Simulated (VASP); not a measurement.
# BeTe (F-43m) in VASP: single point with LDA

Aim: the single point of BeTe with LDA.

Program: VASP 6.6.1. These are calculated values, not measurements. Logs are shortened: lines on timing, memory, paths and dates and some standing lists are left out, and cuts for length are marked.

## (1) The cell of the first run

The structure is cubic, space group F-43m (No. 216). The conventional cell has a = 5.540 Å, b = 5.540 Å, c = 5.540 Å, α = 90.00°, β = 90.00°, γ = 90.00°. Within 3.2 Å of Be (site symmetry -43m) lie 4 Te at 2.40 Å. Within 3.2 Å of Te (site symmetry -43m) lie 4 Be at 2.40 Å.

## (2) Single point, LDA

INCAR reads:

```
PREC = Accurate
ENCUT = 600
EDIFF = 1E-6
ISMEAR = 0
SIGMA = 0.01
LREAL = False
LASPH = True
NELM = 120
ALGO = Normal
ISIF = 2
LWAVE = False
LCHARG = False
NBANDS = 11
GGA_COMPAT = False
```

KPOINTS reads:

```
Automatic mesh
0
Gamma
  4 4 4
```

POSCAR reads:

```
BeTe
1.0
    0.0000000000      2.7700000000      2.7700000000
    2.7700000000      0.0000000000      2.7700000000
    2.7700000000      2.7700000000      0.0000000000
Be Te
1 1
Direct
    0.0000000000      0.0000000000      0.0000000000
    0.2500000000      0.2500000000      0.2500000000
```

Potentials or basis: VASP PAW LDA potentials, release 64 (Be, Te).

Started as:

```console
$ cat potpaw_LDA.64/Be/POTCAR potpaw_LDA.64/Te/POTCAR > POTCAR
$ mpirun -np 1 vasp_std > vasp.out
```

OUTCAR:

```text
PREC = Accurate
   ENCUT = 600
   EDIFF = 1E-6
   ISMEAR = 0
   LREAL = False
   LASPH = True
   NELM = 120
   ISIF = 2

 ion  position               nearest neighbor table
   1  0.000  0.000  0.000-   2 2.40   2 2.40   2 2.40   2 2.40
   2  0.250  0.250  0.250-   1 2.40   1 2.40   1 2.40   1 2.40

  LATTYP: Found a face centered cubic cell.
 ALAT       =     5.5400000000

  Lattice vectors:

 A1 = (   0.0000000000,   2.7700000000,   2.7700000000)
 A2 = (   2.7700000000,   0.0000000000,   2.7700000000)
 A3 = (   2.7700000000,   2.7700000000,   0.0000000000)

Analysis of symmetry for initial positions (statically):
=====================================================================
 Subroutine PRICEL returns:
 Original cell was already a primitive cell.

 Routine SETGRP: Setting up the symmetry group for a
 face centered cubic supercell.

 Subroutine GETGRP returns: Found 24 space group operations
 (whereof 24 operations were pure point group operations)
 out of a pool of 48 trial point group operations.

The static configuration has the point symmetry T_d .

Analysis of symmetry for dynamics (positions and initial velocities):
=====================================================================
 Subroutine PRICEL returns:
 Original cell was already a primitive cell.

 Routine SETGRP: Setting up the symmetry group for a
 face centered cubic supercell.

 Subroutine GETGRP returns: Found 24 space group operations
 (whereof 24 operations were pure point group operations)
 out of a pool of 48 trial point group operations.

The dynamic configuration has the point symmetry T_d .

 Subroutine INISYM returns: Found 24 space group operations
 (whereof 24 operations are pure point group operations),
 and found     1 'primitive' translations

----------------------------------------------------------------------------------------

                                     Primitive cell

  volume of cell :      42.5079

  direct lattice vectors                    reciprocal lattice vectors
     0.000000000  2.770000000  2.770000000    -0.180505415  0.180505415  0.180505415
     2.770000000  0.000000000  2.770000000     0.180505415 -0.180505415  0.180505415
     2.770000000  2.770000000  0.000000000     0.180505415  0.180505415 -0.180505415

  length of vectors
     3.917371568  3.917371568  3.917371568     0.312644550  0.312644550  0.312644550

  position of ions in fractional coordinates (direct lattice)
     0.000000000  0.000000000  0.000000000
     0.250000000  0.250000000  0.250000000

  ion indices of the primitive-cell ions
   primitive index   ion index
                 1           1
                 2           2

----------------------------------------------------------------------------------------

 KPOINTS: Automatic mesh

Automatic generation of k-mesh.
 Grid dimensions read from file:
 generate k-points for:    4    4    4

 Generating k-lattice:

  Cartesian coordinates                     Fractional coordinates (reciprocal lattice)
    -0.045126354  0.045126354  0.045126354     0.250000000  0.000000000  0.000000000
     0.045126354 -0.045126354  0.045126354     0.000000000  0.250000000  0.000000000
     0.045126354  0.045126354 -0.045126354     0.000000000  0.000000000  0.250000000

  Length of vectors
     0.078161138  0.078161138  0.078161138

  Shift w.r.t. Gamma in fractional coordinates (k-lattice)
     0.000000000  0.000000000  0.000000000

 Subroutine IBZKPT returns following result:
 ===========================================

 Found      8 irreducible k-points:

 Following reciprocal coordinates:
            Coordinates               Weight
  0.000000  0.000000  0.000000      1.000000
  0.250000  0.000000  0.000000      8.000000
  0.500000  0.000000  0.000000      4.000000
  0.250000  0.250000  0.000000      6.000000
  0.500000  0.250000  0.000000     24.000000
 -0.250000  0.250000  0.000000     12.000000
  0.500000  0.500000  0.000000      3.000000
 -0.250000  0.500000  0.250000      6.000000
   k-points           NKPTS =      8   k-points in BZ     NKDIM =      8   number of bands    NBANDS=     11
   number of dos      NEDOS =    301   number of ions     NIONS =      2
   total plane-waves  NPLWV =  32768
   dimension x,y,z NGX =    32 NGY =   32 NGZ =   32
   dimension x,y,z NGXF=    64 NGYF=   64 NGZF=   64
   ions per type =               1   1
   NGX,Y,Z   is equivalent  to a cutoff of  13.58, 13.58, 13.58 a.u.
   NGXF,Y,Z  is equivalent  to a cutoff of  27.16, 27.16, 27.16 a.u.
 SYSTEM =  unknown system
   PREC   = accura    normal or accurate (medium, high low for compatibility)
   ISTART =      0    job   : 0-new  1-cont  2-samecut
   ICHARG =      2    charge: 1-file 2-atom 10-const
   ISPIN  =      1    spin polarized calculation?
   LNONCOLLINEAR =      F non collinear calculations
   LSORBIT =      F    spin-orbit coupling
   LASPH  =      T    aspherical Exc in radial PAW
   ENCUT  =  600.0 eV  44.10 Ry    6.64 a.u.   7.82  7.82  7.82*2*pi/ulx,y,z
   NELM   =    120;   NELMIN=  2; NELMDL= -5     # of ELM steps
   EDIFF  = 0.1E-05   stopping-criterion for ELM
   LREAL  =      F    real-space projection
   EDIFFG = 0.1E-04   stopping-criterion for IOM
   NSW    =      0    number of steps for IOM
   IBRION =     -1    ionic relax: 0-MD 1-quasi-New 2-CG
   NFREE  =      0    steps in history (QN), initial steepest desc. (CG)
   ISIF   =      2    stress and relaxation
   ISYM   =      2    0-nonsym 1-usesym 2-fastsym
   POTIM  = 0.5000    time-step for ionic-motion
   TEBEG  =    0.0;   TEEND  =   0.0 temperature during run
   PSTRESS=    0.0 pullay stress
   NELECT =       8.0000    total number of electrons
   NUPDOWN=      -1.0000    fix difference up-down
   EMIN   =  10.00;   EMAX   =-10.00  energy-range for DOS
   EFERMI =   0.00;   METHOD = LEGACY
   ISMEAR =     0;   SIGMA  =   0.01  broadening in eV -4-tet -1-fermi 0-gaus
   EFERMI_NEDOS =   21; number of points for ismear=-14 and -15
   IALGO  =     38    algorithm
   IMIX   =      4    mixing-type and parameters
     AMIX     =   0.40;   BMIX     =  1.00
     AMIX_MAG =   1.60;   BMIX_MAG =  1.00
  volume/ion in A,a.u.               =      21.25       143.43
  Fermi-wavevector in a.u.,A,eV,Ry     =   0.938170  1.772885 11.975354  0.880164
  Thomas-Fermi vector in A             =   2.065355
   LORBIT       =      0    0 simple, 1 ext, 2 COOP (PROOUT), +10 PAW based schemes
   GGA     = CA    functional components
   LHFCALC =     F    Hartree Fock is set to
   AEXX    =    0.0000 exact exchange contribution
   IVDW    =     0    specifies the selected vdW correction
   LEPSILON=     F    determine dielectric tensor
   LRPA    =     F    only Hartree local field effects (RPA)
 non-spin polarized calculation
 Gauss-broadening in eV      SIGMA  =   0.01
  energy-cutoff  :      600.00
  volume of cell :       42.51
 maximum number of plane-waves:      1428
   NGX = 15   NGY = 15   NGZ = 15

 number of electron       8.0000000 magnetization

 Free energy of the ion-electron system (eV)
  ---------------------------------------------------
  ext. energy  EPLUGINS =         0.00000000
  ---------------------------------------------------
  free energy    TOTEN  =        -8.63944590 eV

  energy without entropy =       -8.63944590  energy(sigma->0) =       -8.63944590

 E-fermi :   5.6144     XC(G=0):  -9.4541

 val. band max:        5.5347750849   @ k =   0.0000   0.0000   0.0000
 cond. band min:       7.2670896306   @ k =   0.5000   0.5000   0.0000
 fundamental gap:      1.7323145457
 Fermi energy:         5.6144061991

 k-point     1 :       0.0000    0.0000    0.0000
  band No.  band energies     occupation
      1      -7.1179      2.00000
      2       5.5348      2.00000
      3       5.5348      2.00000
      4       5.5348      2.00000
      5       9.0623      0.00000
      6       9.0623      0.00000
      7       9.0623      0.00000
      8       9.6177      0.00000
      9      13.7714      0.00000
     10      15.8636      0.00000
     11      15.8636      0.00000

 k-point     2 :       0.2500    0.0000    0.0000
  band No.  band energies     occupation
      1      -6.5220      2.00000
      2       2.0342      2.00000
      3       4.8034      2.00000
      4       4.8034      2.00000
      5       8.9111      0.00000
      6       9.9785      0.00000
      7       9.9785      0.00000
      8      12.7043      0.00000
      9      14.5112      0.00000
     10      14.5504      0.00000
     11      14.5504      0.00000

 k-point     3 :       0.5000    0.0000    0.0000
  band No.  band energies     occupation
      1      -5.6551      2.00000
      2      -0.3319      2.00000
      3       4.3164      2.00000
      4       4.3164      2.00000
      5       8.7118      0.00000
      6      10.0520      0.00000
      7      10.0520      0.00000
      8      13.1447      0.00000
      9      16.4812      0.00000
     10      17.1196      0.00000
     11      17.1196      0.00000

 k-point     4 :       0.2500    0.2500    0.0000
  band No.  band energies     occupation
      1      -6.3194      2.00000
      2       2.5400      2.00000
      3       3.7161      2.00000
      4       3.7161      2.00000
      5       7.9988      0.00000
      6       9.8714      0.00000
      7      12.0469      0.00000
      8      12.0469      0.00000
      9      14.4640      0.00000
     10      16.2864      0.00000
     11      16.8445      0.00000

 k-point     5 :       0.5000    0.2500    0.0000
  band No.  band energies     occupation
      1      -5.4290      2.00000
      2       0.4333      2.00000
      3       2.3438      2.00000
      4       3.3604      2.00000
      5       8.3595      0.00000
      6      11.0326      0.00000
      7      12.1716      0.00000
      8      12.4230      0.00000
      9      15.9473      0.00000
     10      17.3962      0.00000
     11      18.0919      0.00000

 k-point     6 :      -0.2500    0.2500    0.0000
  band No.  band energies     occupation
      1      -5.7414      2.00000
      2       0.9551      2.00000
      3       2.1451      2.00000
      4       4.2327      2.00000
      5       9.2311      0.00000
      6      11.0643      0.00000
      7      11.6998      0.00000
      8      12.2997      0.00000
      9      13.8972      0.00000
     10      15.4398      0.00000
     11      18.0578      0.00000

 k-point     7 :       0.5000    0.5000    0.0000
  band No.  band energies     occupation
      1      -5.1211      2.00000
      2       0.1772      2.00000
      3       2.6941      2.00000
      4       2.6941      2.00000
      5       7.2671      0.00000
      6       8.1003      0.00000
      7      15.4347      0.00000
      8      15.4347      0.00000
      9      17.1723      0.00000
     10      18.9844      0.00000
     11      19.0667      0.00000

 k-point     8 :      -0.2500    0.5000    0.2500
  band No.  band energies     occupation
      1      -5.0801      2.00000
      2       0.7812      2.00000
      3       1.5437      2.00000
      4       2.0592      2.00000
      5      10.7358      0.00000
      6      10.9420      0.00000
      7      11.1069      0.00000
      8      11.9038      0.00000
      9      16.5202      0.00000
     10      17.5196      0.00000
     11      18.4369      0.00000

------------------------ aborting loop because EDIFF is reached ----------------------------------------

  FORCE on cell =-STRESS in cart. coord.  units (eV):
  Direction    XX          YY          ZZ          XY          YZ          ZX
  --------------------------------------------------------------------------------------
  -------------------------------------------------------------------------------------
  Total        0.3411344      0.3411344      0.3411344     -0.0000000      0.0000000     -0.0000000
  in kB       12.8578053     12.8578053     12.8578053     -0.0000000      0.0000000     -0.0000000
  external PRESSURE =      12.8578053 kB  Pullay stress =       0.0000000 kB

 VOLUME and BASIS-vectors are now :
 -----------------------------------------------------------------------------
  energy-cutoff  :      600.00
  volume of cell :       42.51
      direct lattice vectors                 reciprocal lattice vectors
     0.000000000  2.770000000  2.770000000    -0.180505415  0.180505415  0.180505415
     2.770000000  0.000000000  2.770000000     0.180505415 -0.180505415  0.180505415
     2.770000000  2.770000000  0.000000000     0.180505415  0.180505415 -0.180505415

 POSITION                                       TOTAL-FORCE (eV/Angst)
 -----------------------------------------------------------------------------------
      0.00000      0.00000      0.00000         0.000000     -0.000000     -0.000000
      1.38500      1.38500      1.38500        -0.000000      0.000000      0.000000
 -----------------------------------------------------------------------------------
    total drift:                                0.000000      0.000000      0.000000

  FREE ENERGIE OF THE ION-ELECTRON SYSTEM (eV)
  ---------------------------------------------------
  free  energy   TOTEN  =        -8.6394459016 eV

  energy  without entropy=       -8.6394459016  energy(sigma->0) =       -8.63944590
```

It took 6.2 s on 1 thread of Intel Xeon 8259CL, shared host; peak memory 0.15 GiB.

What came out:

```
Free energy            : -8.6394 eV
Pressure               : 1.3 GPa
Band gap on the k mesh : 1.73 eV, indirect (least direct gap 3.53 eV)
```

Caveat: the k points lie up to 0.49 Å⁻¹ apart; spin-orbit coupling is left out, which moves the levels of the heavy elements. Expect the measured gap to be larger: semilocal functionals such as LDA lack the derivative discontinuity.
